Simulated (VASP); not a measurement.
Input of a VASP 6.6.1 run:

File INCAR:

```
ALGO = Normal
EDIFF = 1E-6
ENCUT = 520
GGA = PE
ISIF = 2
ISMEAR = 0
LASPH = True
LCHARG = False
LREAL = False
LWAVE = False
NBANDS = 35
NELM = 80
PREC = Accurate
SIGMA = 0.1
```

The input KPOINTS:

```
k-points
0
Gamma
  3 3 4
```

Contents of POSCAR:

```
SnPt2Se3
1.0
    6.4289008258      0.0000000000      0.0000000000
   -3.2144504129      5.5675914336      0.0000000000
    0.0000000000      0.0000000000      3.7352914838
Sn Pt Se
1 2 3
Direct
    0.0000000000      0.0000000000      0.0000000000
    0.3333333333      0.6666666667      0.0000000000
    0.6666666667      0.3333333333      0.0000000000
    0.5000000000      0.0000000000      0.5000000000
    0.5000000000      0.5000000000      0.5000000000
    0.0000000000      0.5000000000      0.5000000000
```

Potentials or basis: VASP PAW PBE potentials, release 64 (Sn_d, Pt, Se).

Run with:

```bash
$ cat potpaw_PBE.64/Sn_d/POTCAR potpaw_PBE.64/Pt/POTCAR potpaw_PBE.64/Se/POTCAR > POTCAR
$ mpirun -np 1 vasp_std > vasp.out
```

Problem. Predict the band gap on the k mesh.

Solution. Zero (bands 26 and 27 overlap by 1.66 eV).

Problem. Estimate the pressure.

Solution. 0.0 GPa.

Stress tensor (GPa, compression positive):
```
 0.01  0.00  0.00
 0.00  0.01  0.00
 0.00  0.00 -0.07
```

Caveat: the k points lie up to 0.42 Å⁻¹ apart, too coarse for converged energies and pressures of a metal; spin-orbit coupling is left out, which moves the levels of the heavy elements.
